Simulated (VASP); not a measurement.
Wanted: the native input for a VASP 6.6.1 run.

```yaml
Task: relaxation of cell and atoms
Functional: PBE
Potentials_or_basis: VASP PAW PBE potentials, release 64 (Sn_d)
Cutoff: 600 eV
k_mesh: 18 × 18 × 18
Occupations: gaussian, width 0.1 eV
Spin: no spin polarisation
Dipole_correction: no
Further_INCAR_settings: ALGO = Fast; EDIFF = 1e-06; IBRION = 2; EDIFFG = -0.01; NSW = 100; ISIF = 3
```

The structure of Sn lies in POSCAR:

```
Sn
1.0
    2.1158624837     -2.2360557574      0.0000000000
    2.1158624837      2.2360557574      0.0000000000
    0.0000000000      0.0000000000      3.1551158993
Sn
1
Direct
    0.5000000000      0.5000000000      0.5000000000
```

These files were run (other wordings do the same):

INCAR

```
PREC     = Accurate       # precision mode
ENCUT    = 600            # plane-wave cutoff, eV
EDIFF    = 1E-6           # SCF threshold, eV
ISMEAR   = 0              # smearing method
SIGMA    = 0.1            # smearing width, eV
LREAL    = F              # projectors in reciprocal space
LASPH    = T              # aspherical terms in the spheres
NELM     = 60             # most SCF steps
ALGO     = Fast           # electronic algorithm
ISIF     = 3              # what is computed and relaxed
LWAVE    = F              # write WAVECAR
LCHARG   = F              # write CHGCAR
GGA      = PE             # functional
IBRION   = 2              # ionic algorithm
NSW      = 100            # ionic steps
EDIFFG   = -0.01          # ionic threshold
```

KPOINTS

```
Automatic mesh
0
Gamma
  18 18 18
```

Potentials or basis: VASP PAW PBE potentials, release 64 (Sn_d).

The run is started by

```console
$ cat potpaw_PBE.64/Sn_d/POTCAR > POTCAR
$ mpirun -np 1 vasp_std > vasp.out
```

Results of the run:

* Relaxed volume: 29.41 Å³/atom
* Relaxed cell: a = 3.087 Å, b = 3.087 Å, c = 3.086 Å, α = 90.00°, β = 90.00°, γ = 90.00°
* Space group after relaxing (to 0.05 Å): Pm-3m (No. 221)
* Energy gained by relaxing: 5.2 meV/atom
* Ionic steps: 15
* Pressure after relaxing: 0.0 GPa
* Band gap on the k mesh: zero (band 7 reaches 12.21 eV, above the bottom of band 8 at 4.84 eV)

Caveat: spin-orbit coupling is left out, which moves the levels of the heavy elements.

Wall time 42 min on 1 thread of Intel Xeon 6975P-C (shared host), peak memory 0.51 GiB.
